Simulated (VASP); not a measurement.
Here is a VASP 6.6.1 calculation.

File POSCAR:

```
Ru
1.0
    2.7414067149      0.0000000000      0.0000000000
   -1.3707033574      2.3741278572      0.0000000000
    0.0000000000      0.0000000000      4.3382472512
Ru
2
Direct
    0.6666666667      0.3333333333      0.7500000000
    0.3333333333      0.6666666667      0.2500000000
```

File INCAR.step1:

```
PREC = Accurate ; ENCUT = 520
EDIFF = 1E-5 ; ISMEAR = -1
SIGMA = 0.05 ; LREAL = F
LASPH = T ; NELM = 80
ALGO = Normal ; ISIF = 2
LWAVE = T ; LCHARG = F
NBANDS = 21 ; GGA = PE
```

The input INCAR.step2:

```
PREC = Accurate ; ENCUT = 520
EDIFF = 1E-7 ; ISMEAR = -1
SIGMA = 0.05 ; LREAL = F
LASPH = T ; NELM = 80
ALGO = Normal ; ISIF = 2
LWAVE = F ; LCHARG = F
METAGGA = R2SCAN ; LHFCALC = T
AEXX = 0.1 ; LMIXTAU = T
PRECFOCK = Normal ; NBANDS = 21
ISTART = 1
```

File KPOINTS:

```
regular mesh
0
Gamma
  6 6 3
```

Potentials or basis: VASP PAW PBE potentials, release 64 (Ru_pv).

Run with:

```bash
$ cat potpaw_PBE.64/Ru_pv/POTCAR > POTCAR
$ cp INCAR.step1 INCAR
$ mpirun -np 1 vasp_std > vasp.out
$ cp INCAR.step2 INCAR
$ mpirun -np 1 vasp_std > vasp.out
```

Task: Predict the band gap on the k mesh.

Result: Zero (bands 14 and 15 overlap by 3.55 eV).

Task: Estimate the pressure.

Result: -16.5 GPa.

Stress tensor (GPa, compression positive):
```
-13.76   0.00   0.00
  0.00 -13.76   0.00
  0.00   0.00 -21.83
```

Caveat: the k points lie up to 0.48 Å⁻¹ apart, too coarse for converged energies and pressures of a metal; the PAW data sets were made with another functional, which shifts forces and pressure a little.
